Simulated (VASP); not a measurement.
# Co (P6_3/mmc) in VASP: notebook

Co is run at these levels: PBEsol; tasks: single point.

All numbers are computed with VASP 6.6.1; they aren't measurements. Logs are shortened: lines on timing, memory, paths and dates and some standing lists are left out, and cuts for length are marked.

### Step 1. The cell of the first run

Symmetry: P6_3/mmc, No. 194, hexagonal system. Conventional cell: a = 2.469 Å, b = 2.469 Å, c = 4.091 Å, α = 90.00°, β = 90.00°, γ = 120.00°. Co (site symmetry -6m2) has 12 Co at 2.47 to 2.49 Å within 3.3 Å.

### Step 2. Single point, PBEsol, collinear spin, ferromagnetic start (equal xx and yy strain of -2 %)

File INCAR:

```
  PREC = Accurate
  ENCUT = 520
  EDIFF = 1E-6
  ISMEAR = -1
  SIGMA = 0.05
  LREAL = F
  LASPH = T
  NELM = 150
  ALGO = Normal
  ISIF = 2
  LWAVE = F
  LCHARG = F
  ISPIN = 2
  MAGMOM = 2 2
  LORBIT = 11
  LMAXMIX = 4
  GGA = PS
  NBANDS = 20
```

File KPOINTS:

```
Automatic mesh
0
Gamma
  19 19 10
```

File POSCAR:

```
Co
1.0
    2.4686208520      0.0000000000      0.0000000000
   -1.2343104260      2.1378883702      0.0000000000
    0.0000000000      0.0000000000      4.0910000000
Co
2
Direct
    0.3333333333      0.6666666667      0.2500000000
    0.6666666667      0.3333333333      0.7500000000
```

Potentials or basis: VASP PAW PBE potentials, release 64 (Co).

Command:

```sh
$ cat potpaw_PBE.64/Co/POTCAR > POTCAR
$ mpirun -np 1 vasp_std > vasp.out
```

OUTCAR:

```text
PREC = Accurate
   ENCUT = 520
   EDIFF = 1E-6
   ISMEAR = -1
   LREAL = F
   LASPH = T
   NELM = 150
   ISIF = 2
   ISPIN = 2
   LORBIT = 11
   GGA = PS

 ion  position               nearest neighbor table
   1  0.333  0.667  0.250-   2 2.49   2 2.49   2 2.49   2 2.49   2 2.49   2 2.49
   2  0.667  0.333  0.750-   1 2.49   1 2.49   1 2.49   1 2.49   1 2.49   1 2.49

  LATTYP: Found a hexagonal cell.
 ALAT       =     2.4686208520
 C/A-ratio  =     1.6572006174

  Lattice vectors:

 A1 = (   2.4686208520,   0.0000000000,   0.0000000000)
 A2 = (  -1.2343104260,   2.1378883702,   0.0000000000)
 A3 = (   0.0000000000,   0.0000000000,   4.0910000000)

Analysis of symmetry for initial positions (statically):
=====================================================================
 Subroutine PRICEL returns:
 Original cell was already a primitive cell.

 Routine SETGRP: Setting up the symmetry group for a
 hexagonal supercell.

 Subroutine GETGRP returns: Found 24 space group operations
 (whereof 12 operations were pure point group operations)
 out of a pool of 24 trial point group operations.

The static configuration has the point symmetry D_3d.
 The point group associated with its full space group is D_6h.

Analysis of symmetry for dynamics (positions and initial velocities):
=====================================================================
 Subroutine PRICEL returns:
 Original cell was already a primitive cell.

 Routine SETGRP: Setting up the symmetry group for a
 hexagonal supercell.

 Subroutine GETGRP returns: Found 24 space group operations
 (whereof 12 operations were pure point group operations)
 out of a pool of 24 trial point group operations.

The dynamic configuration has the point symmetry D_3d.
 The point group associated with its full space group is D_6h.

Analysis of structural, dynamic, and magnetic symmetry:
=====================================================================
 Subroutine PRICEL returns:
 Original cell was already a primitive cell.

 Routine SETGRP: Setting up the symmetry group for a
 hexagonal supercell.

 Subroutine GETGRP returns: Found 24 space group operations
 (whereof 12 operations were pure point group operations)
 out of a pool of 24 trial point group operations.

The overall configuration has the point symmetry D_3d.
 The point group associated with its full space group is D_6h.

 Subroutine INISYM returns: Found 24 space group operations
 (whereof 12 operations are pure point group operations),
[... 115 lines left out ...]
     AMIX     =   0.40;   BMIX     =  1.00
     AMIX_MAG =   1.60;   BMIX_MAG =  1.00
  volume/ion in A,a.u.               =      10.80        72.85
  Fermi-wavevector in a.u.,A,eV,Ry     =   1.540787  2.911666 32.300579  2.374026
  Thomas-Fermi vector in A             =   2.646825
   LORBIT       =     11    0 simple, 1 ext, 2 COOP (PROOUT), +10 PAW based schemes
   GGA     = PS    functional components
   LHFCALC =     F    Hartree Fock is set to
   AEXX    =    0.0000 exact exchange contribution
   IVDW    =     0    specifies the selected vdW correction
   LEPSILON=     F    determine dielectric tensor
   LRPA    =     F    only Hartree local field effects (RPA)
 spin polarized calculation
  energy-cutoff  :      520.00
  volume of cell :       21.59
 maximum number of plane-waves:       598
   NGX =  9   NGY =  9   NGZ = 15

 number of electron      18.0000009 magnetization       3.2012356

 Free energy of the ion-electron system (eV)
  ---------------------------------------------------
  ext. energy  EPLUGINS =         0.00000000
  ---------------------------------------------------
  free energy    TOTEN  =       -15.44194128 eV

  energy without entropy =      -15.42597306  energy(sigma->0) =      -15.43395717

 E-fermi :  10.1539     XC(G=0): -13.6083

 val. band max:       10.1536988301   @ k =   0.2632  -0.0000   0.0000
 cond. band min:      10.1561661006   @ k =   0.3158   0.3158   0.4000
 fundamental gap:      0.0024672706
 Fermi energy:        10.1539019844

 spin component 1

 k-point     1 :       0.0000    0.0000    0.0000
  band No.  band energies     occupation
      1       1.1390      1.00000
      2       4.9459      1.00000
      3       7.4206      1.00000
      4       7.5802      1.00000
      5       7.5802      1.00000
      6       7.8694      1.00000
[... 541 lines left out ...]
     19      33.5234      0.00000
     20      35.4742      0.00000

 [... further k-points ...]

 spin component 2

 k-point     1 :       0.0000    0.0000    0.0000
  band No.  band energies     occupation
      1       1.2002      1.00000
      2       5.8729      1.00000
      3       9.0013      1.00000
      4       9.1817      1.00000
      5       9.1817      1.00000
      6       9.5185      1.00000
[... 541 lines left out ...]
     19      33.8860      0.00000
     20      35.8587      0.00000

 [... further k-points ...]

------------------------ aborting loop because EDIFF is reached ----------------------------------------

  FORCE on cell =-STRESS in cart. coord.  units (eV):
  Direction    XX          YY          ZZ          XY          YZ          ZX
  --------------------------------------------------------------------------------------
  -------------------------------------------------------------------------------------
  Total       -0.9448779     -0.9448779     -1.9428633      0.0000000      0.0000000      0.0000000
  in kB      -70.1160385    -70.1160385   -144.1729983      0.0000000      0.0000000      0.0000000
  external PRESSURE =     -94.8016917 kB  Pullay stress =       0.0000000 kB

 VOLUME and BASIS-vectors are now :
 -----------------------------------------------------------------------------
  energy-cutoff  :      520.00
  volume of cell :       21.59
      direct lattice vectors                 reciprocal lattice vectors
     2.468620852  0.000000000  0.000000000     0.405084482  0.233875635  0.000000000
    -1.234310426  2.137888370  0.000000000     0.000000000  0.467751270  0.000000000
     0.000000000  0.000000000  4.091000000     0.000000000  0.000000000  0.244439012

 POSITION                                       TOTAL-FORCE (eV/Angst)
 -----------------------------------------------------------------------------------
     -0.00000      1.42526      1.02275         0.000000      0.000000      0.000000
      1.23431      0.71263      3.06825        -0.000000      0.000000      0.000000
 -----------------------------------------------------------------------------------
    total drift:                                0.000000     -0.000000     -0.000000

  FREE ENERGIE OF THE ION-ELECTRON SYSTEM (eV)
  ---------------------------------------------------
  free  energy   TOTEN  =       -15.4419412762 eV

  energy  without entropy=      -15.4259730587  energy(sigma->0) =      -15.43395717

 total charge

# of ion       s       p       d       tot
------------------------------------------
    1        0.491   0.529   7.261   8.281
    2        0.491   0.529   7.261   8.281
--------------------------------------------------
tot          0.982   1.058  14.521  16.562

 magnetization (x)

# of ion       s       p       d       tot
------------------------------------------
    1       -0.015  -0.050   1.679   1.615
    2       -0.015  -0.050   1.679   1.615
--------------------------------------------------
tot         -0.029  -0.101   3.359   3.229
```

Wall time 70 s (1 thread of AMD EPYC 9R45 (Zen 5), shared host); peak memory 0.22 GiB.

Results:

- Free energy: -15.4419 eV
- Pressure: -9.5 GPa
- Net moment: 3.20 μB per cell
- Site moments: Co +1.61 μB
- Valence electrons inside the program's atomic spheres: Co 8.28

Caveat: the cell differs from its parent crystal (equal xx and yy strain of -2 %); the stress differs along the axes, from -14 to -7 GPa; the PAW data sets were made with another functional, which shifts forces and pressure a little.

### Step 3. Single point, PBEsol, collinear spin, ferromagnetic start (equal xx and yy strain of +1 %)

File INCAR:

```
PREC     = Accurate       # precision mode
ENCUT    = 520            # plane-wave cutoff, eV
EDIFF    = 1E-7           # SCF threshold, eV
ISMEAR   = -1             # smearing method
SIGMA    = 0.05           # smearing width, eV
LREAL    = False          # projectors in reciprocal space
LASPH    = True           # aspherical terms in the spheres
NELM     = 150            # most SCF steps
ALGO     = Normal         # electronic algorithm
ISIF     = 2              # what is computed and relaxed
LWAVE    = False          # write WAVECAR
LCHARG   = False          # write CHGCAR
ISPIN    = 2              # spin polarisation
MAGMOM   = 2 2            # initial moments
LORBIT   = 11             # projections on sites
LMAXMIX  = 4              # l up to which the mixer works
GGA      = PS             # functional
NBANDS   = 20             # bands
```

KPOINTS is that of step 2.

File POSCAR:

```
Co
1.0
    2.5441908781      0.0000000000      0.0000000000
   -1.2720954391      2.2033339326      0.0000000000
    0.0000000000      0.0000000000      4.0910000000
Co
2
Direct
    0.3333333333      0.6666666667      0.2500000000
    0.6666666667      0.3333333333      0.7500000000
```

Potentials or basis: VASP PAW PBE potentials, release 64 (Co).

Command:

```sh
$ cat potpaw_PBE.64/Co/POTCAR > POTCAR
$ mpirun -np 1 vasp_std > vasp.out
```

OUTCAR:

```text
PREC = Accurate
   ENCUT = 520
   EDIFF = 1E-7
   ISMEAR = -1
   LREAL = False
   LASPH = True
   NELM = 150
   ISIF = 2
   ISPIN = 2
   LORBIT = 11
   GGA = PS

 ion  position               nearest neighbor table
   1  0.333  0.667  0.250-   2 2.52   2 2.52   2 2.52   2 2.52   2 2.52   2 2.52
   2  0.667  0.333  0.750-   1 2.52   1 2.52   1 2.52   1 2.52   1 2.52   1 2.52

  LATTYP: Found a hexagonal cell.
 ALAT       =     2.5441908781
 C/A-ratio  =     1.6079768366

  Lattice vectors:

[... 1322 lines left out ...]
  external PRESSURE =    -196.4621016 kB  Pullay stress =       0.0000000 kB

 VOLUME and BASIS-vectors are now :
 -----------------------------------------------------------------------------
  energy-cutoff  :      520.00
  volume of cell :       22.93
      direct lattice vectors                 reciprocal lattice vectors
     2.544190878  0.000000000  0.000000000     0.393052270  0.226928834  0.000000000
    -1.272095439  2.203333933  0.000000000     0.000000000  0.453857668  0.000000000
     0.000000000  0.000000000  4.091000000     0.000000000  0.000000000  0.244439012

 POSITION                                       TOTAL-FORCE (eV/Angst)
 -----------------------------------------------------------------------------------
     -0.00000      1.46889      1.02275        -0.000000     -0.000000      0.000000
      1.27210      0.73444      3.06825         0.000000      0.000000      0.000000
 -----------------------------------------------------------------------------------
    total drift:                               -0.000000      0.000000     -0.000000

  FREE ENERGIE OF THE ION-ELECTRON SYSTEM (eV)
  ---------------------------------------------------
  free  energy   TOTEN  =       -15.3257358346 eV

  energy  without entropy=      -15.3103424060  energy(sigma->0) =      -15.31803912

 total charge

# of ion       s       p       d       tot
------------------------------------------
    1        0.467   0.478   7.223   8.168
    2        0.467   0.478   7.223   8.168
--------------------------------------------------
tot          0.934   0.957  14.447  16.337

 magnetization (x)

# of ion       s       p       d       tot
------------------------------------------
    1       -0.014  -0.051   1.736   1.671
    2       -0.014  -0.051   1.736   1.671
--------------------------------------------------
tot         -0.028  -0.101   3.471   3.342
```

OSZICAR:

```text
N       E                     dE             d eps       ncg     rms          rms(c)
DAV:   1     0.831869410597E+02    0.83187E+02   -0.82398E+03 20196   0.121E+03
DAV:   2    -0.133330466883E+02   -0.96520E+02   -0.86862E+02 19472   0.214E+02
DAV:   3    -0.178034543645E+02   -0.44704E+01   -0.42685E+01 21864   0.559E+01
DAV:   4    -0.178715031861E+02   -0.68049E-01   -0.67996E-01 23752   0.607E+00
DAV:   5    -0.178733497420E+02   -0.18466E-02   -0.18465E-02 22296   0.939E-01    0.151E+01
DAV:   6    -0.159515538077E+02    0.19218E+01   -0.97075E+00 21660   0.627E+01    0.799E+00
DAV:   7    -0.153612405735E+02    0.59031E+00   -0.16591E+00 21896   0.237E+01    0.375E+00
DAV:   8    -0.153425436338E+02    0.18697E-01   -0.16799E-02 25564   0.112E+00    0.151E+00
DAV:   9    -0.153271261281E+02    0.15418E-01   -0.29318E-03 31404   0.929E-01    0.463E-01
DAV:  10    -0.153260126733E+02    0.11135E-02   -0.43716E-04 25000   0.242E-01    0.173E-01
DAV:  11    -0.153257465769E+02    0.26610E-03   -0.99669E-05 28344   0.149E-01    0.345E-02
DAV:  12    -0.153257394160E+02    0.71609E-05   -0.64885E-06 22396   0.231E-02    0.209E-02
DAV:  13    -0.153257359248E+02    0.34912E-05   -0.20632E-06 29752   0.155E-02    0.864E-03
DAV:  14    -0.153257358346E+02    0.90234E-07   -0.28832E-07 20776   0.405E-03
   1 F= -.15325736E+02 E0= -.15318039E+02  d E =-.153934E-01  mag=     3.2900
```

Wall time 83 s (1 thread of AMD EPYC 9R45 (Zen 5), shared host); peak memory 0.23 GiB.

What came out:

```yaml
Free_energy: -15.3257 eV
Pressure: -19.6 GPa
Net_moment: 3.29 μB per cell
Site_moments: Co +1.67 μB
Valence_electrons_inside_the_program's_atomic_spheres: Co 8.17
```

Stress tensor (GPa, compression positive):
```
-19.96   0.00   0.00
  0.00 -19.96   0.00
  0.00   0.00 -19.02
```

Caveat: the cell differs from its parent crystal (equal xx and yy strain of +1 %); the cell stands under tension; the PAW data sets were made with another functional, which shifts forces and pressure a little.
